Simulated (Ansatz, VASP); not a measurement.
# One calculation of MgO, two programs

INCAR

```
SYSTEM = MgO
PREC     = Accurate       ! precision mode
ENCUT    = 520            ! plane-wave cutoff, eV
EDIFF    = 1E-7           ! SCF threshold, eV
ISMEAR   = 0              ! smearing method
SIGMA    = 0.05           ! smearing width, eV
LREAL    = .FALSE.        ! projectors in reciprocal space
LASPH    = .TRUE.         ! aspherical terms in the spheres
NELM     = 80             ! most SCF steps
ALGO     = Normal         ! electronic algorithm
ISIF     = 2              ! what is computed and relaxed
LWAVE    = .FALSE.        ! write WAVECAR
LCHARG   = .TRUE.         ! write CHGCAR
GGA      = PS             ! functional
LELF     = .TRUE.         ! ELF
LVHAR    = .TRUE.       
NBANDS   = 11             ! bands
```

KPOINTS

```
Automatic mesh
0
G
  10 10 10
  0 0 0
```

Contents of POSCAR:

```
MgO
1.0
    0.0000000000      2.1075959641      2.1075959641
    2.1075959641      0.0000000000      2.1075959641
    2.1075959641      2.1075959641      0.0000000000
Mg O
1 1
Direct
   -0.0126180202      0.0126180202      0.0504720810
    0.5191687594      0.4808312406      0.4233249623
```

Input for Ansatz:

```yaml
crystal:
  lattice:
    - [0.0, 2.1075959641, 2.1075959641]
    - [2.1075959641, 0.0, 2.1075959641]
    - [2.1075959641, 2.1075959641, 0.0]
  atoms:
    - { symbol: Mg, position: [-0.0126180202, 0.0126180202, 0.050472081] }
    - { symbol: O, position: [0.5191687594, 0.4808312406, 0.4233249623] }
basis:
  ecutwfc: 520.0
kpoints:
  mp_grid: { grid: [10, 10, 10] }
hamiltonian:
  xc: pbesol
  pseudopotentials: { kind: paw, azcp: { folder: soft_1 } }
scf:
  occupations: { method: gaussian, width: 0.05 }
output:
  forces: true
  stress: true
  eigenvalues: true
  write_density: true
  write_potential: true
  elf: true
  volumetric_format: npy
```

Change from the starting cell: mode 4 frozen in at -0.202 Å and mode 5 at -0.121 Å (largest displacements).

Alike in both runs: task single point; functional PBEsol; k mesh 10 × 10 × 10; occupations gaussian, width 0.05 eV; no spin polarisation.

|  | VASP | Ansatz |
| --- | --- | --- |
| version | VASP 6.6.1 | Ansatz 0.2.0 |
| potentials or method | VASP PAW PBE potentials, release 64 (Mg, O), cutoff 520 eV | scalar-relativistic, plane waves, PAW |
| valence electrons in the cell | 8 | 16 |

Ansatz gave:

| Item | Value |
| --- | --- |
| gap on the k mesh at the Fermi level (eV) | 4.55 |
| least direct gap on the mesh (eV) | 4.55 |
| pressure (GPa) | 15.2 |
| traceless stress, the component that is largest in VASP (GPa) | 23.66 |
| rms of the force components (eV/Å) | 1.776 |

Question: Estimate VASP's values.

Answer: gap on the k mesh at the Fermi level (eV): 4.55; least direct gap on the mesh (eV): 4.56; pressure (GPa): 15.1; traceless stress, the component that is largest in VASP (GPa): 24.35; rms of the force components (eV/Å): 1.818.

VASP's potentials were made for PBE, not for PBEsol, and Ansatz warns of the same on its side. Atom by atom the forces differ by 0.042 eV/Å (rms over components). With one functional, cell and mesh, what is left measures potentials, basis and numerics. VASP's potentials hold 8 valence electrons a cell and Ansatz's 16, so a difference there can come from the potentials and not from the codes.
